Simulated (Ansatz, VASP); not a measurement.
# Two plane-wave programs on C

The input INCAR:

```
SYSTEM = C
PREC = Accurate ; ENCUT = 600
EDIFF = 1E-7 ; ISMEAR = 0
SIGMA = 0.1 ; LREAL = .False.
LASPH = .True. ; NELM = 120
ALGO = Normal ; ISIF = 3
LWAVE = .False. ; LCHARG = .False.
GGA = PS ; IVDW = 12
IBRION = 2 ; NSW = 100
EDIFFG = -0.005 ; GGA_COMPAT = .False.
NELMIN = 4
```

File KPOINTS:

```
Automatic mesh
0
Gamma
  21 21 12
  0 0 0
```

POSCAR

```
C
1.0
    2.4576582504      0.0000000000      0.0000000000
   -1.2288291252      2.1283944787      0.0000000000
    0.0000000000      0.0000000000      3.5294825081
C
2
Direct
    0.3333333333      0.6666666667      0.0000000000
    0.6666666667      0.3333333333      0.0000000000
```

Input for Ansatz:

```yaml
crystal:
  lattice:
    - [2.4576582469, 0.0, 0.0]
    - [-1.2288291235, 2.1283944757, 0.0]
    - [0.0, 0.0, 3.5294822413]
  atoms:
    - { symbol: C, position: [0.3333333333, 0.6666666667, 0.0] }
    - { symbol: C, position: [0.6666666667, 0.3333333333, 0.0] }
basis:
  ecutwfc: 520.0
kpoints:
  mp_grid: { grid: [21, 21, 12] }
hamiltonian:
  xc: pbesol
  pseudopotentials: { kind: paw, azcp: { folder: soft_1 } }
  dispersion: d3bj
scf:
  occupations: { method: gaussian, width: 0.1 }
output:
  forces: true
  stress: true
  eigenvalues: true
relax:
  adjacent_minimum: "off"
  f_tol: 0.005
  max_steps: 80
  cell: { stress_tol: 0.05 }
```

Alike in both runs: task relaxation of cell and atoms; functional PBEsol; dispersion D3(BJ); k mesh 21 × 21 × 12; occupations gaussian, width 0.1 eV; no spin polarisation.

|  | VASP | Ansatz |
| --- | --- | --- |
| version | VASP 6.6.1 | Ansatz 0.2.0 |
| potentials or method | VASP PAW PBE potentials, release 64 (C), cutoff 600 eV | scalar-relativistic, plane waves, PAW |
| valence electrons in the cell | 8 | 8 |

VASP gave:

| Quantity | Value |
| --- | --- |
| gap on the k mesh at the Fermi level, each at its own relaxed structure (eV) | none |
| relaxed volume (Å³/atom) | 9.17 |
| relaxed cell length with the largest relative difference (Å) | 3.503 |

Question: What did Ansatz give for the same quantities?

Answer: gap on the k mesh at the Fermi level, each at its own relaxed structure (eV): none; relaxed volume (Å³/atom): 9.23; relaxed cell length with the largest relative difference (Å): 3.529.

VASP's potentials were made for PBE, not for PBEsol, and Ansatz warns of the same on its side. A gap of «none» marks a metal or a gap that the smearing closes.
